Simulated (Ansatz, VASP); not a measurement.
# One calculation of Cu, two programs

```
CELL_PARAMETERS angstrom
2.55619 0.00000 0.00000
1.27810 2.21373 0.00000
0.00000 0.00000 30.52273
ATOMIC_POSITIONS crystal
Cu 0.00000 0.00000 0.29458
Cu 0.33333 0.33333 0.36280
Cu 0.66667 0.66667 0.43130
Cu 0.00000 0.00000 0.50000
Cu 0.33333 0.33333 0.56870
Cu 0.66667 0.66667 0.63720
Cu 0.00000 0.00000 0.70542
```

Alike in both runs: functional PBE; k mesh 18 × 18 × 1; occupations gaussian, width 0.1 eV; no spin polarisation.

Ansatz relaxed the structure, and its values are those at the end. VASP's run is a single point on that final structure, the one shown.

```csv
,VASP,Ansatz
version,VASP 6.6.1,Ansatz 0.2.0
potentials or method,"VASP PAW PBE potentials, release 64 (Cu)","scalar-relativistic, plane waves, PAW"
plane-wave cutoff (eV),520,420
valence electrons in the cell,77,133
```

|  | VASP | Ansatz | Ansatz less VASP |
| --- | --- | --- | --- |
| rms of the force components (eV/Å) | 0.005 | 0.000 | -0.0052 |

VASP's potentials hold 77 valence electrons a cell and Ansatz's 133, so a difference there can come from the potentials and not from the codes.
